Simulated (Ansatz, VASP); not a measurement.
**PC2 in VASP and in Ansatz**

```
CELL_PARAMETERS angstrom
3.24691 0.00000 0.00000
-1.62345 2.81191 0.00000
0.00000 0.00000 11.62507
ATOMIC_POSITIONS crystal
P 0.00000 0.00000 0.00000
P 0.00000 0.00000 0.50000
C 0.33333 0.66667 0.90686
C 0.33333 0.66667 0.59314
C 0.66667 0.33333 0.09314
C 0.66667 0.33333 0.40686
```

Change from the starting cell: species swapped into the MnO2 type (P6_3/mmc, No. 194).

Alike in both runs: task single point; functional PBE; k mesh 6 × 6 × 2; occupations gaussian, width 0.1 eV; no spin polarisation.

```csv
,VASP,Ansatz
version,VASP 6.6.1,Ansatz 0.2.0
potentials or method,"VASP PAW PBE potentials, release 64 (P, C), cutoff 520 eV","scalar-relativistic, plane waves, PAW"
valence electrons in the cell,26,26
```

```csv
,VASP,Ansatz,Ansatz less VASP
gap on the k mesh at the Fermi level (eV),none,none,-
pressure (GPa),-22.4,-22.4,+0.06
"traceless stress, the component that is largest in VASP (GPa)",2.94,2.92,-0.026
rms of the force components (eV/Å),1.211,1.212,+0.0006
```

Atom by atom the forces differ by 0.001 eV/Å (rms over components). A gap of «none» marks a metal or a gap that the smearing closes. With one functional, cell and mesh, what is left measures potentials, basis and numerics.

The k mesh is coarse, so the values compare programs but aren't converged.
